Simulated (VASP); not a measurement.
# HfCuSi3 in VASP: notebook

Runs on HfCuSi3. Level: PBE. Tasks: single point, relaxation of cell and atoms.

All numbers are computed with VASP 6.6.1; they aren't measurements. Logs are shortened: lines on timing, memory, paths and dates and some standing lists are left out, and cuts for length are marked.

## (1) The cell of the first run

Symmetry: P4mm, No. 99, tetragonal system. The conventional cell has a = 4.028 Å, b = 4.028 Å, c = 4.079 Å, α = 90.00°, β = 90.00°, γ = 90.00°. Within 3.7 Å of Hf (site symmetry 4mm) lie 12 Si at 2.82 to 2.91 Å and 8 Cu at 3.47 to 3.54 Å. Within 2.5 Å of Si (site symmetry 4mm) lie 2 Cu at 1.88 to 2.20 Å. Within 2.7 Å of Si (site symmetry 2mm) lie 2 Cu at 2.02 Å. Within 2.5 Å of Cu (site symmetry 4mm) lie 6 Si at 1.88 to 2.20 Å.

## (2) Single point, PBE

The input, INCAR:

```
SYSTEM = HfCuSi3
PREC     = Accurate       ! precision mode
ENCUT    = 520            ! plane-wave cutoff, eV
EDIFF    = 1E-7           ! SCF threshold, eV
ISMEAR   = 0              ! smearing method
SIGMA    = 0.1            ! smearing width, eV
LREAL    = .FALSE.        ! projectors in reciprocal space
LASPH    = .TRUE.         ! aspherical terms in the spheres
NELM     = 100            ! most SCF steps
ALGO     = Normal         ! electronic algorithm
ISIF     = 2              ! what is computed and relaxed
LWAVE    = .FALSE.        ! write WAVECAR
LCHARG   = .TRUE.         ! write CHGCAR
GGA      = PE             ! functional
LELF     = .TRUE.         ! ELF
LVHAR    = .TRUE.       
NBANDS   = 24             ! bands
```

The input, KPOINTS:

```
regular mesh
0
G
  4 4 4
  0 0 0
```

The input, POSCAR:

```
HfCuSi3
1.0
    4.0284477592      0.0000000000      0.0000000000
    0.0000000000      4.0284477592      0.0000000000
    0.0000000000      0.0000000000      4.0789295607
Hf Si Cu
1 3 1
Direct
    0.0000000000      0.0000000000      0.0000000000
    0.5000000000      0.5000000000      0.9750000000
    0.0000000000      0.5000000000      0.4850000000
    0.5000000000      0.0000000000      0.4850000000
    0.5000000000      0.5000000000      0.5150000000
```

Potentials or basis: VASP PAW PBE potentials, release 64 (Hf_pv, Si, Cu).

On the command line:

```sh
> cat potpaw_PBE.64/Hf_pv/POTCAR potpaw_PBE.64/Si/POTCAR potpaw_PBE.64/Cu/POTCAR > POTCAR
> mpirun -np 1 vasp_std > vasp.out
```

OUTCAR:

```text
SYSTEM = HfCuSi3
   PREC = Accurate
   ENCUT = 520
   EDIFF = 1E-7
   ISMEAR = 0
   LREAL = .FALSE.
   LASPH = .TRUE.
   NELM = 100
   ISIF = 2
   GGA = PE

 ion  position               nearest neighbor table
   1  0.000  0.000  0.000-   3 2.82   4 2.82   3 2.82   4 2.82   2 2.85   2 2.85   2 2.85   2 2.85
                             3 2.91   4 2.91   4 2.91   3 2.91
   2  0.500  0.500  0.975-   5 1.88   5 2.20   4 2.84   3 2.84   4 2.84   3 2.84   1 2.85   1 2.85
                             1 2.85   1 2.85   3 2.90   4 2.90   4 2.90   3 2.90
   3  0.000  0.500  0.485-   5 2.02   5 2.02   1 2.82   1 2.82   2 2.84   2 2.84   4 2.85   4 2.85
                             4 2.85   4 2.85   2 2.90   2 2.90   1 2.91   1 2.91
   4  0.500  0.000  0.485-   5 2.02   5 2.02   1 2.82   1 2.82   2 2.84   2 2.84   3 2.85   3 2.85
                             3 2.85   3 2.85   2 2.90   2 2.90   1 2.91   1 2.91
   5  0.500  0.500  0.515-   2 1.88   3 2.02   4 2.02   4 2.02   3 2.02   2 2.20

  LATTYP: Found a simple tetragonal cell.
 ALAT       =     4.0284477592
 C/A-ratio  =     1.0125313283

  Lattice vectors:

 A1 = (   4.0284477592,   0.0000000000,   0.0000000000)
 A2 = (   0.0000000000,   4.0284477592,   0.0000000000)
 A3 = (   0.0000000000,   0.0000000000,   4.0789295607)

Analysis of symmetry for initial positions (statically):
=====================================================================
 Subroutine PRICEL returns:
 Original cell was already a primitive cell.

 Routine SETGRP: Setting up the symmetry group for a
 simple tetragonal supercell.

 Subroutine GETGRP returns: Found  8 space group operations
 (whereof  8 operations were pure point group operations)
 out of a pool of 16 trial point group operations.

The static configuration has the point symmetry C_4v.

Analysis of symmetry for dynamics (positions and initial velocities):
=====================================================================
 Subroutine PRICEL returns:
 Original cell was already a primitive cell.

 Routine SETGRP: Setting up the symmetry group for a
 simple tetragonal supercell.

 Subroutine GETGRP returns: Found  8 space group operations
 (whereof  8 operations were pure point group operations)
 out of a pool of 16 trial point group operations.

The dynamic configuration has the point symmetry C_4v.

 Subroutine INISYM returns: Found  8 space group operations
 (whereof  8 operations are pure point group operations),
 and found     1 'primitive' translations

----------------------------------------------------------------------------------------

                                     Primitive cell

  volume of cell :      66.1945

  direct lattice vectors                    reciprocal lattice vectors
     4.028447759  0.000000000  0.000000000     0.248234571  0.000000000  0.000000000
     0.000000000  4.028447759  0.000000000     0.000000000  0.248234571  0.000000000
     0.000000000  0.000000000  4.078929561     0.000000000  0.000000000  0.245162361

  length of vectors
     4.028447759  4.028447759  4.078929561     0.248234571  0.248234571  0.245162361

  position of ions in fractional coordinates (direct lattice)
     0.000000000  0.000000000  0.000000000
     0.500000000  0.500000000  0.975000000
     0.000000000  0.500000000  0.485000000
     0.500000000  0.000000000  0.485000000
     0.500000000  0.500000000  0.515000000

  ion indices of the primitive-cell ions
   primitive index   ion index
                 1           1
                 2           2
                 3           3
                 4           4
                 5           5

----------------------------------------------------------------------------------------

 KPOINTS: regular mesh

Automatic generation of k-mesh.
 Grid dimensions read from file:
 generate k-points for:    4    4    4

 Generating k-lattice:

  Cartesian coordinates                     Fractional coordinates (reciprocal lattice)
     0.062058643  0.000000000  0.000000000     0.250000000  0.000000000  0.000000000
     0.000000000  0.062058643  0.000000000     0.000000000  0.250000000  0.000000000
     0.000000000  0.000000000  0.061290590     0.000000000  0.000000000  0.250000000

  Length of vectors
     0.062058643  0.062058643  0.061290590

  Shift w.r.t. Gamma in fractional coordinates (k-lattice)
     0.000000000  0.000000000  0.000000000

 Subroutine IBZKPT returns following result:
 ===========================================

 Found     18 irreducible k-points:

 Following reciprocal coordinates:
            Coordinates               Weight
  0.000000  0.000000  0.000000      1.000000
  0.250000  0.000000  0.000000      4.000000
  0.500000  0.000000  0.000000      2.000000
  0.250000  0.250000  0.000000      4.000000
  0.500000  0.250000  0.000000      4.000000
  0.500000  0.500000  0.000000      1.000000
[... 10 lines left out ...]
  0.500000  0.250000  0.500000      4.000000
  0.500000  0.500000  0.500000      1.000000
[... 76 lines left out ...]
      1     -20.5711      2.00000
      2     -20.5582      2.00000
      3     -20.5582      2.00000
      4      -3.7507      2.00000
      5       1.5605      2.00000
      6       1.6042      2.00000
[... 16 lines left out ...]
     23      13.5064      0.00000
     24      14.7482      0.00000

 k-point     2 :       0.2500    0.0000    0.0000
  band No.  band energies     occupation
      1     -20.5834      2.00000
      2     -20.5688      2.00000
      3     -20.5559      2.00000
      4      -3.1704      2.00000
      5       1.0296      2.00000
      6       1.7248      2.00000
[... 16 lines left out ...]
     23      14.5428      0.00000
     24      14.6463      0.00000

 k-point     3 :       0.5000    0.0000    0.0000
  band No.  band energies     occupation
      1     -20.6084      2.00000
      2     -20.5666      2.00000
      3     -20.5537      2.00000
      4      -2.0592      2.00000
      5      -0.5166      2.00000
      6       1.8932      2.00000
[... 16 lines left out ...]
     23      16.8919      0.00000
     24      17.6788      0.00000

 k-point     4 :       0.2500    0.2500    0.0000
  band No.  band energies     occupation
      1     -20.5812      2.00000
      2     -20.5795      2.00000
      3     -20.5666      2.00000
      4      -2.6302      2.00000
      5       1.3013      2.00000
      6       1.3569      2.00000
[... 16 lines left out ...]
     23      14.7510      0.00000
     24      15.3605      0.00000

 k-point     5 :       0.5000    0.2500    0.0000
  band No.  band energies     occupation
      1     -20.6046      2.00000
      2     -20.5773      2.00000
      3     -20.5644      2.00000
      4      -1.6402      2.00000
      5       0.0185      2.00000
      6       1.6656      2.00000
[... 16 lines left out ...]
     23      16.2291      0.00000
     24      16.2437      0.00000

 k-point     6 :       0.5000    0.5000    0.0000
  band No.  band energies     occupation
      1     -20.6007      2.00000
      2     -20.6007      2.00000
      3     -20.5621      2.00000
      4      -0.9660      2.00000
      5       0.9852      2.00000
      6       0.9852      2.00000
[... 16 lines left out ...]
     23      17.3828      0.00000
     24      17.4726      0.00000
[... 217 lines left out ...]
 k-point    15 :       0.5000    0.0000    0.5000
  band No.  band energies     occupation
      1     -20.6082      2.00000
      2     -20.6016      2.00000
      3     -20.5499      2.00000
      4      -1.0464      2.00000
      5       0.9242      2.00000
      6       0.9796      2.00000
[... 16 lines left out ...]
     23      16.8459      0.00000
     24      17.3985      0.00000

 k-point    16 :       0.2500    0.2500    0.5000
  band No.  band energies     occupation
      1     -20.6084      2.00000
      2     -20.5759      2.00000
      3     -20.5745      2.00000
      4      -1.2548      2.00000
      5       0.4396      2.00000
      6       1.5889      2.00000
[... 16 lines left out ...]
     23      15.7534      0.00000
     24      16.0927      0.00000

 k-point    17 :       0.5000    0.2500    0.5000
  band No.  band energies     occupation
      1     -20.6049      2.00000
      2     -20.5982      2.00000
      3     -20.5723      2.00000
      4      -0.4449      2.00000
      5       1.0517      2.00000
      6       1.0883      2.00000
[... 16 lines left out ...]
     23      16.0730      0.00000
     24      16.1066      0.00000

 k-point    18 :       0.5000    0.5000    0.5000
  band No.  band energies     occupation
      1     -20.6015      2.00000
      2     -20.5947      2.00000
      3     -20.5947      2.00000
      4       1.0866      2.00000
      5       1.2250      2.00000
      6       1.2250      2.00000
[... 16 lines left out ...]
     23      16.8938      0.00000
     24      17.1085      0.00000

------------------------ aborting loop because EDIFF is reached ----------------------------------------

  FORCE on cell =-STRESS in cart. coord.  units (eV):
  Direction    XX          YY          ZZ          XY          YZ          ZX
  --------------------------------------------------------------------------------------
  -------------------------------------------------------------------------------------
  Total       21.5907337     21.5907337     23.3986555      0.0000000      0.0000000      0.0000000
  in kB      522.5842369    522.5842369    566.3433541      0.0000000      0.0000000      0.0000000
  external PRESSURE =     537.1706093 kB  Pullay stress =       0.0000000 kB

 VOLUME and BASIS-vectors are now :
 -----------------------------------------------------------------------------
  energy-cutoff  :      520.00
  volume of cell :       66.19
      direct lattice vectors                 reciprocal lattice vectors
     4.028447759  0.000000000  0.000000000     0.248234571  0.000000000  0.000000000
     0.000000000  4.028447759  0.000000000     0.000000000  0.248234571  0.000000000
     0.000000000  0.000000000  4.078929561     0.000000000  0.000000000  0.245162361

 POSITION                                       TOTAL-FORCE (eV/Angst)
 -----------------------------------------------------------------------------------
      0.00000      0.00000      0.00000         0.000000      0.000000      0.009464
      2.01422      2.01422      3.97696         0.000000     -0.000000      5.992119
      0.00000      2.01422      1.97828         0.000000      0.000000     -0.834300
      2.01422      0.00000      1.97828         0.000000      0.000000     -0.834300
      2.01422      2.01422      2.10065         0.000000     -0.000000     -4.332983
 -----------------------------------------------------------------------------------
    total drift:                                0.000000      0.000000     -0.000932

  FREE ENERGIE OF THE ION-ELECTRON SYSTEM (eV)
  ---------------------------------------------------
  free  energy   TOTEN  =       -23.4209880659 eV

  energy  without entropy=      -23.4105528489  energy(sigma->0) =      -23.41577046
```

Wall time 28 s (1 thread of Intel Xeon Platinum 8259CL at 2.50GHz (Skylake/Cascade Lake), shared host); peak memory 0.18 GiB.

What came out:

| Property | Result |
| --- | --- |
| Free energy | -23.4210 eV |
| Pressure | 53.7 GPa |
| Largest force | 5.992 eV/Å |
| Band gap on the k mesh | zero (an odd number of electrons rules out a gap without spin polarisation) |

Forces on the atoms (eV/Å):
```
Hf   0.000  0.000  0.009
Si   0.000  0.000  5.992
Si   0.000  0.000 -0.834
Si   0.000  0.000 -0.834
Cu   0.000  0.000 -4.333
```

Stress tensor (GPa, compression positive):
```
52.26  0.00  0.00
 0.00 52.26  0.00
 0.00  0.00 56.63
```

Caveat: the k points lie up to 0.39 Å⁻¹ apart, too coarse for converged energies and pressures of a metal; spin-orbit coupling is left out, which moves the levels of the heavy elements; forces of over 1 eV/Å act on the atoms, so gaps and moduli don't describe the material at rest.

## (3) Relaxation of cell and atoms, PBE

This run uses another cell than the first one, of 14.60 Å³/atom.

The input, INCAR:

```
  PREC = Accurate
  ENCUT = 600
  EDIFF = 1E-6
  ISMEAR = 0
  SIGMA = 0.1
  LREAL = False
  LASPH = True
  NELM = 80
  ALGO = Normal
  ISIF = 3
  LWAVE = False
  LCHARG = False
  GGA = PE
  IBRION = 2
  NSW = 90
  EDIFFG = -0.04
```

The input, KPOINTS:

```
regular mesh
0
Gamma
  4 4 4
```

The input, POSCAR:

```
HfCuSi3
1.0
    4.1793958999      0.0000000000      0.0000000000
    0.0000000000      4.1793958999      0.0000000000
    0.0000000000      0.0000000000      4.1793958999
Hf Si Cu
1 3 1
Direct
    0.0000000000      0.0000000000      0.0000000000
    0.0000000000      0.5000000000      0.5000000000
    0.5000000000      0.0000000000      0.5000000000
    0.5000000000      0.5000000000      0.0000000000
    0.5000000000      0.5000000000      0.5000000000
```

Potentials or basis: VASP PAW PBE potentials, release 64 (Hf_pv, Si, Cu).

On the command line:

```sh
> cat potpaw_PBE.64/Hf_pv/POTCAR potpaw_PBE.64/Si/POTCAR potpaw_PBE.64/Cu/POTCAR > POTCAR
> mpirun -np 1 vasp_std > vasp.out
```

It took 68 s on 1 thread of Intel Xeon Platinum 8259CL at 2.50GHz (Skylake/Cascade Lake), shared host; peak memory 0.22 GiB.

It converged, with:

| Quantity | Value |
| --- | --- |
| Free energy | -26.6102 eV |
| Relaxed volume | 17.76 Å³/atom |
| Relaxed cell | a = 4.462 Å, b = 4.462 Å, c = 4.462 Å, α = 90.00°, β = 90.00°, γ = 90.00° |
| Space group after relaxing (to 0.1 Å) | Pm-3m (No. 221) |
| Energy gained by relaxing | 230.3 meV/atom |
| Ionic steps | 3 |
| Pressure after relaxing | -0.1 GPa |
| Band gap on the k mesh | zero (an odd number of electrons rules out a gap without spin polarisation) |

The path:
```
step  energy change (eV)  largest force (eV/Å)  pressure (GPa)  volume (Å³)
   1              0.0000                0.0000           28.03        73.00
   2             -0.6128                0.0000           -9.94       103.45
   3             -1.1516                0.0000           -0.13        88.81
```

Final structure:
```cif
data_structure
_symmetry_space_group_name_H-M 'P 1'
_symmetry_Int_Tables_number 1
_cell_length_a 4.4616
_cell_length_b 4.4616
_cell_length_c 4.4616
_cell_angle_alpha 90.000
_cell_angle_beta 90.000
_cell_angle_gamma 90.000
_cell_volume 88.81
loop_
_atom_site_label
_atom_site_type_symbol
_atom_site_fract_x
_atom_site_fract_y
_atom_site_fract_z
_atom_site_occupancy
Hf1 Hf 0.00000 0.00000 0.00000 1
Si1 Si 0.00000 0.50000 0.50000 1
Si2 Si 0.50000 0.00000 0.50000 1
Si3 Si 0.50000 0.50000 0.00000 1
Cu1 Cu 0.50000 0.50000 0.50000 1
```

Levels at points of the mesh, in eV from the Fermi level:
```tsv
k point	band 12	band 13	band 14	band 15	band 16	band 17	band 18	band 19	band 20
(0.00, 0.00, 0.00)	-4.31	-3.32	-3.32	-1.36	0.43	0.43	0.43	1.35	1.35
(0.50, 0.00, 0.00)	-4.03	-2.60	-2.47	-1.14	-0.56	-0.34	-0.34	0.56	0.87
(0.50, 0.50, 0.00)	-3.67	-2.50	-1.55	-1.55	-1.33	-0.18	-0.18	0.66	1.15
(0.50, 0.50, 0.50)	-5.56	-2.78	-2.78	-2.78	-1.27	1.58	1.58	2.05	2.05
```

Caveat: the k points lie up to 0.35 Å⁻¹ apart in the final cell, too coarse for converged energies and pressures of a metal; the volume moved by over 15 % at a fixed basis, so the end points are rough; spin-orbit coupling is left out, which moves the levels of the heavy elements.

## (4) Single point, PBE

This run uses another cell than the first one, of 17.93 Å³/atom.

The input, INCAR:

```
SYSTEM = HfCuSi3
ALGO = Normal ; EDIFF = 1E-6
ENCUT = 520 ; GGA = PE
ISIF = 2 ; ISMEAR = 0
LASPH = .TRUE. ; LCHARG = .FALSE.
LREAL = .FALSE. ; LWAVE = .FALSE.
NBANDS = 24 ; NELM = 100
PREC = Accurate ; SIGMA = 0.1
```

The input, KPOINTS:

```
k-points
0
G
  8 8 8
  0 0 0
```

POSCAR, as its differences from that of step 3:

```diff
@@ -2,5 +2,5 @@
 1.0
-    4.1793958999      0.0000000000      0.0000000000
-    0.0000000000      4.1793958999      0.0000000000
-    0.0000000000      0.0000000000      4.1793958999
+    4.4759227575      0.0000000000      0.0000000000
+    0.0000000000      4.4759227575      0.0000000000
+    0.0000000000      0.0000000000      4.4759227575
 Hf Si Cu
```

On the command line:

```sh
> cat potpaw_PBE.64/Hf_pv/POTCAR potpaw_PBE.64/Si/POTCAR potpaw_PBE.64/Cu/POTCAR > POTCAR
> mpirun -np 1 vasp_std > vasp.out
```

It took 62 s on 1 thread of Intel Xeon Platinum 8259CL at 2.50GHz (Skylake/Cascade Lake), shared host; peak memory 0.25 GiB.

It converged, with:

```
Free energy            : -26.7445 eV
Pressure               : -0.1 GPa
Band gap on the k mesh : zero (an odd number of electrons rules out a gap without spin polarisation)
```

Levels at points of the mesh, in eV from the Fermi level:
```
           k point  band 13  band 14  band 15  band 16  band 17  band 18  band 19  band 20  band 21  band 22
(0.00, 0.00, 0.00)    -3.32    -3.32    -1.38     0.42     0.42     0.42     1.31     1.31     1.31     1.36
(0.50, 0.00, 0.00)    -2.58    -2.50    -1.19    -0.59    -0.36    -0.36     0.55     0.83     0.83     1.34
(0.50, 0.50, 0.00)    -2.50    -1.56    -1.56    -1.36    -0.21    -0.21     0.65     1.13     2.38     3.87
(0.50, 0.50, 0.50)    -2.78    -2.78    -2.78    -1.29     1.55     1.55     2.01     2.01     2.01     4.65
```

Caveat: spin-orbit coupling is left out, which moves the levels of the heavy elements.

## (5) Summary

| task | cell | k mesh | cutoff (eV) | gap on the mesh (eV) | pressure (GPa) |
| --- | --- | --- | --- | --- | --- |
| single point | a = 4.028, b = 4.028, c = 4.079 Å, 5 atoms, atomic positions A | 4 × 4 × 4 | 520 | none | 53.7 |
| relaxation of cell and atoms | relaxed from a = 4.179 Å, 5 atoms, atomic positions B | 4 × 4 × 4 | 600 | none | -0.1 |
| single point | a = 4.476 Å, 5 atoms, atomic positions B | 8 × 8 × 8 | 520 | none | -0.1 |

Alike in all rows: level PBE; potentials or basis VASP PAW PBE potentials, release 64 (Hf_pv, Si, Cu); no spin polarisation; smearing gaussian 0.1 eV.

Caveats: some runs use coarse meshes; spin-orbit coupling is left out, which moves the levels of the heavy elements; forces of over 1 eV/Å act on the atoms, so gaps and moduli don't describe the material at rest (at least some runs); the volume moved by over 15 % at a fixed basis, so the end points are rough (at least some runs).

Total energies depend on the potentials used, so only differences within one code and one set of settings carry meaning.
